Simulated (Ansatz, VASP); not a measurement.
W: VASP beside Ansatz

```
W
1.0
     0.00000    1.81263    1.81263
     1.81263    0.00000    1.81263
     1.81263    1.81263    0.00000
W
1
Cartesian
  0.0000 0.0000 0.0000
```

Change from the starting cell: volume scaled by 0.76, PAW files.

Alike in both runs: task single point; functional LDA; k mesh 16 × 16 × 16; occupations fermi-dirac, width 0.08 eV; no spin polarisation.

|  | VASP | Ansatz |
| --- | --- | --- |
| version | VASP 6.6.1 | Ansatz 0.2.0 |
| potentials or method | VASP PAW LDA potentials, release 64 (W_sv) | PAW with Ansatz's default frozen-core files, scalar-relativistic |
| plane-wave cutoff (eV) | 520 | 420 |
| valence electrons in the cell | 14 | 14 |

VASP gave:

```
pressure (GPa) : 151.8
```

Task: What did Ansatz give for the same quantities?

Result: Pressure (GPa): 145.3.

LDA's correlation is that of Perdew and Zunger in VASP and of Perdew and Wang (1992) in Ansatz. Both programs put the cell under a high pressure, so it lies far from rest at this level.

Neither program's run includes spin-orbit coupling. Noted on VASP's run: the cell as given lies far from equilibrium.
